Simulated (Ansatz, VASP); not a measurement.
One calculation of ZrZnN, two programs

```
Zr Zn N
1.0
     3.58067    0.00000    0.00000
    -1.79033    3.10095    0.00000
     0.00000    0.00000    4.73460
Zr Zn N
1 1 1
Direct
  0.00000 0.00000 0.50000
  0.33333 0.66667 0.00000
  0.66667 0.33333 0.50000
```

Change from the starting cell: species swapped into the TaBeB type (P-6m2, No. 187).

Alike in both runs: functional PBE; k mesh 6 × 6 × 6; occupations gaussian, width 0.1 eV; no spin polarisation.

Ansatz relaxed the structure, and its values are those at the end. VASP's run is a single point on that final structure, the one shown.

```csv
,VASP,Ansatz
version,VASP 6.6.1,Ansatz 0.2.0
potentials or method,"VASP PAW PBE potentials, release 64 (Zr_sv, Zn, N), cutoff 520 eV","scalar-relativistic, plane waves, PAW"
valence electrons in the cell,29,29
```

|  | VASP | Ansatz | Ansatz less VASP |
| --- | --- | --- | --- |
| gap on the k mesh at the Fermi level (eV) | none | none | - |
| pressure (GPa) | 0.2 | 0.1 | -0.13 |

A gap of «none» marks a metal or a gap that the smearing closes.
